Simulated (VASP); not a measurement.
# WSe2 (R3m) in VASP: settings compared

Aim: see how the results for WSe2 move with the level of theory and the settings. Levels: PBE, r2SCAN. Tasks: single point.

Program: VASP 6.6.1. These are calculated values, not measurements. Logs are shortened: lines on timing, memory, paths and dates and some standing lists are left out, and cuts for length are marked.

## 1. The cell of the first run

The structure is trigonal, space group R3m (No. 160). The conventional cell has a = 3.302 Å, b = 3.302 Å, c = 20.775 Å, α = 90.00°, β = 90.00°, γ = 120.00°. W (site symmetry 3m) has 6 Se at 2.53 Å within 3.3 Å. Se (site symmetry 3m) has 3 W at 2.53 Å within 3.3 Å. Within 3.3 Å of Se (site symmetry 3m) lie 3 W at 2.53 Å.

## 2. Single point, PBE (uniaxial z strain +5.2%)

INCAR reads:

```
  PREC = Accurate
  ENCUT = 520
  EDIFF = 1E-6
  ISMEAR = -1
  SIGMA = 0.02
  LREAL = F
  LASPH = T
  NELM = 100
  ALGO = Normal
  ISIF = 2
  LWAVE = F
  LCHARG = F
  GGA = PE
  NBANDS = 20
```

KPOINTS reads:

```
Automatic mesh
0
Gamma
  10 10 10
```

POSCAR reads:

```
WSe2
1.0
    1.6510739566      0.9532479933      6.9250794587
   -1.6510739566      0.9532479933      6.9250794587
    0.0000000000     -1.9064959865      6.9250794587
W Se
1 2
Direct
   -0.0000065916     -0.0000065916     -0.0000065916
    0.4136169466      0.4136169466      0.4136169466
    0.2530563118      0.2530563118      0.2530563118
```

Potentials or basis: VASP PAW PBE potentials, release 64 (W_sv, Se).

Started as:

```
cat potpaw_PBE.64/W_sv/POTCAR potpaw_PBE.64/Se/POTCAR > POTCAR
mpirun -np 1 vasp_std > vasp.out
```

OUTCAR:

```text
PREC = Accurate
   ENCUT = 520
   EDIFF = 1E-6
   ISMEAR = -1
   LREAL = F
   LASPH = T
   NELM = 100
   ISIF = 2
   GGA = PE

 ion  position               nearest neighbor table
   1  1.000  1.000  1.000-   3 2.53   3 2.53   3 2.53   2 2.53   2 2.53   2 2.53
   2  0.414  0.414  0.414-   1 2.53   1 2.53   1 2.53
   3  0.253  0.253  0.253-   1 2.53   1 2.53   1 2.53

  LATTYP: Found a trigonal (rhomboedric) cell.
 ALAT       =     7.1827190155
 COS(alpha) =     0.8943218273

  Lattice vectors:

 A1 = (   1.6510739566,   0.9532479933,   6.9250794587)
 A2 = (  -1.6510739566,   0.9532479933,   6.9250794587)
 A3 = (   0.0000000000,  -1.9064959865,   6.9250794587)

Analysis of symmetry for initial positions (statically):
=====================================================================
 Subroutine PRICEL returns:
 Original cell was already a primitive cell.

 Routine SETGRP: Setting up the symmetry group for a
 trigonal (rhombohedral) supercell.

 Subroutine GETGRP returns: Found  6 space group operations
 (whereof  6 operations were pure point group operations)
 out of a pool of 12 trial point group operations.

The static configuration has the point symmetry C_3v.

Analysis of symmetry for dynamics (positions and initial velocities):
=====================================================================
 Subroutine PRICEL returns:
 Original cell was already a primitive cell.

 Routine SETGRP: Setting up the symmetry group for a
 trigonal (rhombohedral) supercell.

 Subroutine GETGRP returns: Found  6 space group operations
 (whereof  6 operations were pure point group operations)
 out of a pool of 12 trial point group operations.

The dynamic configuration has the point symmetry C_3v.

 Subroutine INISYM returns: Found  6 space group operations
 (whereof  6 operations are pure point group operations),
 and found     1 'primitive' translations

----------------------------------------------------------------------------------------

                                     Primitive cell

  volume of cell :      65.3956

  direct lattice vectors                    reciprocal lattice vectors
     1.651073957  0.953247993  6.925079459     0.302833194  0.174840826  0.048134225
    -1.651073957  0.953247993  6.925079459    -0.302833194  0.174840826  0.048134225
     0.000000000 -1.906495986  6.925079459     0.000000000 -0.349681652  0.048134225

  length of vectors
     7.182719016  7.182719016  7.182719016     0.352978982  0.352978982  0.352978982

  position of ions in fractional coordinates (direct lattice)
     0.999993408  0.999993408  0.999993408
     0.413616947  0.413616947  0.413616947
     0.253056312  0.253056312  0.253056312

  ion indices of the primitive-cell ions
   primitive index   ion index
                 1           1
                 2           2
                 3           3

----------------------------------------------------------------------------------------

 KPOINTS: Automatic mesh

Automatic generation of k-mesh.
 Grid dimensions read from file:
 generate k-points for:   10   10   10

 Generating k-lattice:

  Cartesian coordinates                     Fractional coordinates (reciprocal lattice)
     0.030283319  0.017484083  0.004813423     0.100000000  0.000000000  0.000000000
    -0.030283319  0.017484083  0.004813423     0.000000000  0.100000000  0.000000000
     0.000000000 -0.034968165  0.004813423     0.000000000  0.000000000  0.100000000

  Length of vectors
     0.035297898  0.035297898  0.035297898

  Shift w.r.t. Gamma in fractional coordinates (k-lattice)
     0.000000000  0.000000000  0.000000000

 Subroutine IBZKPT returns following result:
 ===========================================

 Found    116 irreducible k-points:

 Following reciprocal coordinates:
            Coordinates               Weight
  0.000000  0.000000  0.000000      1.000000
  0.100000  0.000000  0.000000      6.000000
  0.200000  0.000000  0.000000      6.000000
  0.300000  0.000000  0.000000      6.000000
  0.400000  0.000000  0.000000      6.000000
  0.500000 -0.000000  0.000000      3.000000
[... 16 lines left out ...]
  0.300000  0.300000  0.000000      6.000000
  0.400000  0.300000  0.000000     12.000000
 [... further k-points ...]
   k-points           NKPTS =    116   k-points in BZ     NKDIM =    116   number of bands    NBANDS=     20
   number of dos      NEDOS =    301   number of ions     NIONS =      3
   total plane-waves  NPLWV = 157464
   dimension x,y,z NGX =    54 NGY =   54 NGZ =   54
   dimension x,y,z NGXF=   108 NGYF=  108 NGZF=  108
   ions per type =               1   2
   NGX,Y,Z   is equivalent  to a cutoff of  12.50, 12.50, 12.50 a.u.
   NGXF,Y,Z  is equivalent  to a cutoff of  25.00, 25.00, 25.00 a.u.
 SYSTEM =  unknown system
   PREC   = accura    normal or accurate (medium, high low for compatibility)
   ISTART =      0    job   : 0-new  1-cont  2-samecut
   ICHARG =      2    charge: 1-file 2-atom 10-const
   ISPIN  =      1    spin polarized calculation?
   LNONCOLLINEAR =      F non collinear calculations
   LSORBIT =      F    spin-orbit coupling
   LASPH  =      T    aspherical Exc in radial PAW
   ENCUT  =  520.0 eV  38.22 Ry    6.18 a.u.  13.36 13.36 13.36*2*pi/ulx,y,z
   NELM   =    100;   NELMIN=  2; NELMDL= -5     # of ELM steps
   EDIFF  = 0.1E-05   stopping-criterion for ELM
   LREAL  =      F    real-space projection
   EDIFFG = 0.1E-04   stopping-criterion for IOM
   NSW    =      0    number of steps for IOM
   IBRION =     -1    ionic relax: 0-MD 1-quasi-New 2-CG
   NFREE  =      0    steps in history (QN), initial steepest desc. (CG)
   ISIF   =      2    stress and relaxation
   ISYM   =      2    0-nonsym 1-usesym 2-fastsym
   POTIM  = 0.5000    time-step for ionic-motion
   TEBEG  =    0.0;   TEEND  =   0.0 temperature during run
   PSTRESS=    0.0 pullay stress
   NELECT =      26.0000    total number of electrons
   NUPDOWN=      -1.0000    fix difference up-down
   EMIN   =  10.00;   EMAX   =-10.00  energy-range for DOS
   EFERMI =   0.00;   METHOD = LEGACY
   ISMEAR =    -1;   SIGMA  =   0.02  broadening in eV -4-tet -1-fermi 0-gaus
   EFERMI_NEDOS =   21; number of points for ismear=-14 and -15
   IALGO  =     38    algorithm
   IMIX   =      4    mixing-type and parameters
     AMIX     =   0.40;   BMIX     =  1.00
     AMIX_MAG =   1.60;   BMIX_MAG =  1.00
  volume/ion in A,a.u.               =      21.80       147.10
  Fermi-wavevector in a.u.,A,eV,Ry     =   1.203787  2.274828 19.716259  1.449104
  Thomas-Fermi vector in A             =   2.339531
   LORBIT       =      0    0 simple, 1 ext, 2 COOP (PROOUT), +10 PAW based schemes
   GGA     = PE    functional components
   LHFCALC =     F    Hartree Fock is set to
   AEXX    =    0.0000 exact exchange contribution
   IVDW    =     0    specifies the selected vdW correction
   LEPSILON=     F    determine dielectric tensor
   LRPA    =     F    only Hartree local field effects (RPA)
 non-spin polarized calculation
  energy-cutoff  :      520.00
  volume of cell :       65.40
 maximum number of plane-waves:      1796
 NGX is ok and might be reduce to    54
   NGX = 27   NGY = 27   NGZ = 27

 number of electron      26.0000002 magnetization

 Free energy of the ion-electron system (eV)
  ---------------------------------------------------
  ext. energy  EPLUGINS =         0.00000000
  ---------------------------------------------------
  free energy    TOTEN  =       -21.60662248 eV

  energy without entropy =      -21.60662248  energy(sigma->0) =      -21.60662248

 E-fermi :   5.8199     XC(G=0): -10.2471

 val. band max:        5.3178236446   @ k =   0.5000   0.5000   0.5000
 cond. band min:       6.6313652291   @ k =  -0.2000   0.2000   0.0000
 fundamental gap:      1.3135415846
 Fermi energy:         5.8198845397

 k-point     1 :       0.0000    0.0000    0.0000
  band No.  band energies     occupation
      1     -68.8581      2.00000
      2     -33.0965      2.00000
      3     -32.9817      2.00000
      4     -32.9817      2.00000
      5      -9.6703      2.00000
      6      -8.2517      2.00000
[... 12 lines left out ...]
     19      12.8641      0.00000
     20      13.2854      0.00000

 k-point     2 :       0.1000    0.0000    0.0000
  band No.  band energies     occupation
      1     -68.8571      2.00000
      2     -33.0924      2.00000
      3     -33.0034      2.00000
      4     -32.9868      2.00000
      5      -9.5208      2.00000
      6      -8.1833      2.00000
[... 12 lines left out ...]
     19      13.1400      0.00000
     20      14.0807      0.00000

 k-point     3 :       0.2000    0.0000    0.0000
  band No.  band energies     occupation
      1     -68.8547      2.00000
      2     -33.0815      2.00000
      3     -33.0596      2.00000
      4     -33.0000      2.00000
      5      -9.1009      2.00000
      6      -7.9923      2.00000
[... 12 lines left out ...]
     19      13.8872      0.00000
     20      14.1613      0.00000

 k-point     4 :       0.3000    0.0000    0.0000
  band No.  band energies     occupation
      1     -68.8517      2.00000
      2     -33.1284      2.00000
      3     -33.0681      2.00000
      4     -33.0164      2.00000
      5      -8.5050      2.00000
      6      -7.7272      2.00000
[... 12 lines left out ...]
     19      12.6529      0.00000
     20      13.2563      0.00000

 k-point     5 :       0.4000    0.0000    0.0000
  band No.  band energies     occupation
      1     -68.8493      2.00000
      2     -33.1834      2.00000
      3     -33.0573      2.00000
      4     -33.0296      2.00000
      5      -7.9248      2.00000
      6      -7.4820      2.00000
[... 12 lines left out ...]
     19      11.8470      0.00000
     20      12.6372      0.00000
[... 353 lines left out ...]
      6      -7.3668      2.00000
[... 12 lines left out ...]
     19      12.8584      0.00000
     20      13.9766      0.00000

 k-point    22 :      -0.2000    0.2000    0.0000
  band No.  band energies     occupation
      1     -68.8503      2.00000
      2     -33.1402      2.00000
      3     -33.0619      2.00000
      4     -33.0441      2.00000
      5      -8.2056      2.00000
      6      -7.5787      2.00000
[... 12 lines left out ...]
     19      12.6605      0.00000
     20      14.0874      0.00000

 k-point    23 :       0.3000    0.3000    0.0000
  band No.  band energies     occupation
      1     -68.8517      2.00000
      2     -33.1284      2.00000
      3     -33.0681      2.00000
      4     -33.0164      2.00000
      5      -8.4826      2.00000
      6      -7.7588      2.00000
[... 12 lines left out ...]
     19      12.7268      0.00000
     20      13.3829      0.00000

 k-point    24 :       0.4000    0.3000    0.0000
  band No.  band energies     occupation
      1     -68.8500      2.00000
      2     -33.1574      2.00000
      3     -33.0606      2.00000
      4     -33.0348      2.00000
      5      -8.0969      2.00000
      6      -7.5937      2.00000
[... 12 lines left out ...]
     19      12.4769      0.00000
     20      13.6174      0.00000

 [... further k-points ...]

------------------------ aborting loop because EDIFF is reached ----------------------------------------

  FORCE on cell =-STRESS in cart. coord.  units (eV):
  Direction    XX          YY          ZZ          XY          YZ          ZX
  --------------------------------------------------------------------------------------
  -------------------------------------------------------------------------------------
  Total        1.0234184      1.0234184      1.3419542      0.0000000      0.0000000      0.0000000
  in kB       25.0735226     25.0735226     32.8775793      0.0000000      0.0000000      0.0000000
  external PRESSURE =      27.6748749 kB  Pullay stress =       0.0000000 kB

 VOLUME and BASIS-vectors are now :
 -----------------------------------------------------------------------------
  energy-cutoff  :      520.00
  volume of cell :       65.40
      direct lattice vectors                 reciprocal lattice vectors
     1.651073957  0.953247993  6.925079459     0.302833194  0.174840826  0.048134225
    -1.651073957  0.953247993  6.925079459    -0.302833194  0.174840826  0.048134225
     0.000000000 -1.906495986  6.925079459     0.000000000 -0.349681652  0.048134225

 POSITION                                       TOTAL-FORCE (eV/Angst)
 -----------------------------------------------------------------------------------
      0.00000      0.00000     20.77510         0.000000      0.000000      0.000141
      0.00000      0.00000      8.59299         0.000000      0.000000      0.316680
      0.00000      0.00000      5.25731         0.000000     -0.000000     -0.316821
 -----------------------------------------------------------------------------------
    total drift:                               -0.000000     -0.000000     -0.000041

  FREE ENERGIE OF THE ION-ELECTRON SYSTEM (eV)
  ---------------------------------------------------
  free  energy   TOTEN  =       -21.6066224819 eV

  energy  without entropy=      -21.6066224819  energy(sigma->0) =      -21.60662248
```

Wall time 8 min (1 thread of Intel Xeon Platinum 8259CL at 2.50GHz (Skylake/Cascade Lake), shared host); peak memory 0.46 GiB.

What came out:

| Quantity | Value |
| --- | --- |
| Free energy | -21.6066 eV |
| Pressure | 2.8 GPa |
| Largest force | 0.317 eV/Å |
| Band gap on the k mesh | 1.31 eV, indirect (least direct gap 1.87 eV) |

Forces in eV/Å, atoms in the order of the input:
```
W    0.000  0.000  0.000
Se   0.000  0.000  0.317
Se   0.000  0.000 -0.317
```

Levels at points of the mesh, in eV from the valence-band top:
| k point | band 10 | band 11 | band 12 | band 13 | band 14 | band 15 | band 16 | band 17 |
| --- | --- | --- | --- | --- | --- | --- | --- | --- |
| (0.00, 0.00, 0.00) | -1.41 | -1.40 | -1.40 | -0.82 | 2.79 | 2.79 | 3.04 | 3.04 |
| (0.50, 0.00, 0.00) | -3.17 | -2.11 | -1.20 | -1.04 | 2.28 | 2.55 | 3.67 | 4.17 |
| (0.50, 0.50, 0.00) | -3.14 | -2.47 | -1.13 | -1.09 | 2.26 | 2.67 | 3.35 | 4.43 |
| (0.50, 0.50, 0.50) | -2.53 | -1.38 | -1.38 | 0.00 | 2.84 | 2.84 | 2.97 | 2.97 |

Caveat: the cell differs from its parent crystal (uniaxial z strain +5.2%); spin-orbit coupling is left out, which moves the levels of the heavy elements. A k mesh can miss the band edges.

(Part 1 of 2 ends here.)
